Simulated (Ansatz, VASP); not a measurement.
# Two plane-wave programs on MgI2

```xyz
3
Lattice="4.1170 0.0000 0.0000 -2.0585 3.5654 0.0000 0.0000 0.0000 30.6000" Properties=species:S:1:pos:R:3 pbc="T T T"
I     0.0000    2.3770    7.0084
I     2.0585    1.1885   10.3916
Mg    0.0000    0.0000    8.7000
```

Alike in both runs: functional revPBE; dispersion D3(BJ); k mesh 12 × 12 × 1; occupations gaussian, width 0.03 eV; no spin polarisation.

Ansatz relaxed the structure, and its values are those at the end. VASP's run is a single point on that final structure, the one shown.

|  | VASP | Ansatz |
| --- | --- | --- |
| version | VASP 6.6.1 | Ansatz 0.2.0 |
| potentials or method | VASP PAW PBE potentials, release 64 (I, Mg), cutoff 520 eV | scalar-relativistic, plane waves, PAW |
| valence electrons in the cell | 16 | 44 |

```csv
,VASP,Ansatz,Ansatz less VASP
gap on the k mesh at the Fermi level (eV),3.71,3.73,+0.020
least direct gap on the mesh (eV),4.19,4.20,+0.015
rms of the force components (eV/Å),0.006,0.000,-0.0063
```

VASP's potentials were made for PBE, not for revPBE. VASP's potentials hold 16 valence electrons a cell and Ansatz's 44, so a difference there can come from the potentials and not from the codes. Ansatz's warnings: slab cell height set, structure snapped to symmetry, xc potential rough in thin density.

Neither program's run includes spin-orbit coupling.
